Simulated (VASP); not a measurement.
**C: relaxation of shape and atoms at fixed volume with r2SCAN**

C:

```
C
1.0
     2.46626    0.00000    0.00000
    -1.23313    2.13584    0.00000
     0.00000    0.00000    8.14262
C
4
Direct
  0.00000 0.00000 0.25000
  0.00000 0.00000 0.75000
  0.33333 0.66667 0.25000
  0.66667 0.33333 0.75000
```

```
Program                : VASP 6.6.1
Task                   : relaxation of shape and atoms at fixed volume
Functional             : r2SCAN
Potentials or basis    : VASP PAW PBE potentials, release 64 (C)
Cutoff                 : 600 eV
k mesh                 : 10 × 10 × 4
Occupations            : gaussian, width 0.05 eV
Spin                   : no spin polarisation
Dipole correction      : no
Further INCAR settings : ALGO = Normal; EDIFF = 1e-06; IBRION = 2; EDIFFG = -0.02; NSW = 60; ISIF = 4
```

| Quantity | Value |
| --- | --- |
| Energy gained by relaxing | 0.5 meV/atom |
| Ionic steps | 2 |
| Pressure after relaxing | -1.0 GPa |

Stress tensor (GPa, compression positive):
```
-0.95  0.00  0.00
 0.00 -0.95  0.00
 0.00  0.00 -1.24
```

Step by step:
```tsv
step	energy change (eV)	largest force (eV/Å)	pressure (GPa)	volume (Å³)
1	0.0000	0.0000	-3.04	42.89
2	-0.0019	0.0000	-1.04	42.89
```

Final structure:
```
CELL_PARAMETERS angstrom
2.45917 0.00000 0.00000
-1.22959 2.12971 0.00000
0.00000 0.00000 8.18962
ATOMIC_POSITIONS crystal
C 0.00000 0.00000 0.25000
C 0.00000 0.00000 0.75000
C 0.33333 0.66667 0.25000
C 0.66667 0.33333 0.75000
```

It took 4.5 min on 1 thread of Intel Xeon 8259CL (shared host), peak memory 0.17 GiB.

Caveat: the PAW data sets were made with another functional, which shifts forces and pressure a little.
